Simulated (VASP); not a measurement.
Write the native input for VASP 6.6.1 that does the following.

```
Task                   : single point
Functional             : PBE
Potentials or basis    : VASP PAW PBE potentials, release 64 (Cu, Ni)
Cutoff                 : 520 eV
k mesh                 : 6 × 6 × 4
Occupations            : gaussian, width 0.2 eV
Spin                   : collinear spin, ferromagnetic start
Starting moments       : [0.0, 0.0, 0.0, 0.0, 0.43, 0.43, 0.53, 0.53, 0.53, 0.53, 0.53, 0.53] μB
Dipole correction      : no
Further INCAR settings : ALGO = Fast; EDIFF = 1e-07; NBANDS = 78
```

The structure of CuNi2 lies in POSCAR:

```
CuNi2
1.0
    4.3354707710      0.0000000000      0.0000000000
   -2.1677353855      3.7546278251      0.0000000000
    0.0000000000      0.0000000000      8.2741658000
Cu Ni
4 8
Direct
    0.6666666667      0.3333333333      0.0000000000
    0.6666666667      0.3333333333      0.5000000000
    0.3333333333      0.6666666667      0.0000000000
    0.3333333333      0.6666666667      0.5000000000
    0.0000000000      0.0000000000      0.0000000000
    0.0000000000      0.0000000000      0.5000000000
    1.0000000000      0.3277795000      0.2500000000
    1.0000000000      0.3277795000      0.7500000000
    0.6722205000      0.6722205000      0.2500000000
    0.6722205000      0.6722205000      0.7500000000
    0.3277795000      0.0000000000      0.2500000000
    0.3277795000      0.0000000000      0.7500000000
```

One way to write it, as run:

INCAR

```
ALGO = Fast
EDIFF = 1E-7
ENCUT = 520
GGA = PE
ISIF = 2
ISMEAR = 0
ISPIN = 2
LASPH = T
LCHARG = T
LELF = T
LMAXMIX = 4
LORBIT = 11
LREAL = F
LVHAR = T
LWAVE = F
MAGMOM = 0 0 0 0 0.43 0.43 0.53 0.53 0.53 0.53 0.53 0.53
NBANDS = 78
NELM = 150
PREC = Accurate
SIGMA = 0.2
```

KPOINTS

```
k-points
0
Gamma
  6 6 4
```

Potentials or basis: VASP PAW PBE potentials, release 64 (Cu, Ni).

The run is started by

```sh
$ cat potpaw_PBE.64/Cu/POTCAR potpaw_PBE.64/Ni/POTCAR > POTCAR
$ mpirun -np 1 vasp_std > vasp.out
```

Results of the run:

| Item | Value |
| --- | --- |
| Pressure | 0.3 GPa |
| Largest force | 0.030 eV/Å |
| Net moment | 3.18 μB per cell |
| Site moments | Cu +0.01; Ni +0.37, +0.42 (each value once) μB |
| Valence electrons inside the program's atomic spheres | Cu 10.05; Ni 9.28, 9.27 (each value once) |

It took 20 min on 1 thread of Oxide Virtual Turin-like Processor, with other jobs on the host, peak memory 0.46 GiB.
